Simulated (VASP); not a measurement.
Here is a VASP 6.6.1 calculation.

INCAR

```
PREC = Accurate
ENCUT = 520
EDIFF = 1E-6
ISMEAR = 0
SIGMA = 0.15
LREAL = False
LASPH = True
NELM = 80
ALGO = Normal
ISIF = 2
LWAVE = False
LCHARG = True
GGA = PS
LELF = True
LVHAR = True
NBANDS = 7
```

KPOINTS

```
Automatic mesh
0
Gamma
  26 26 26
```

File POSCAR:

```
Be
1.0
   -1.2421561430      1.2421561430      1.2531209513
    1.2421561430     -1.2421561430      1.2531209513
    1.2640857596      1.2640857596     -1.2531209513
Be
1
Direct
    0.0000000000      0.0000000000      0.0000000000
```

Potentials or basis: VASP PAW PBE potentials, release 64 (Be).

Run with:

```bash
$ cat potpaw_PBE.64/Be/POTCAR > POTCAR
$ mpirun -np 1 vasp_std > vasp.out
```

Estimate the pressure.

-1.6 GPa.

What does it give for the band gap on the k mesh?

Zero (band 1 reaches 11.74 eV, above the bottom of band 2 at 6.54 eV).

Stress tensor (GPa, compression positive):
```
-1.55 -3.74  0.00
-3.74 -1.55  0.00
 0.00  0.00 -1.59
```

Caveat: the cell differs from its parent crystal (strain +0.0175 x Voigt [0, 0, 0, 0, 0, 1]); the PAW data sets were made with another functional, which shifts forces and pressure a little.
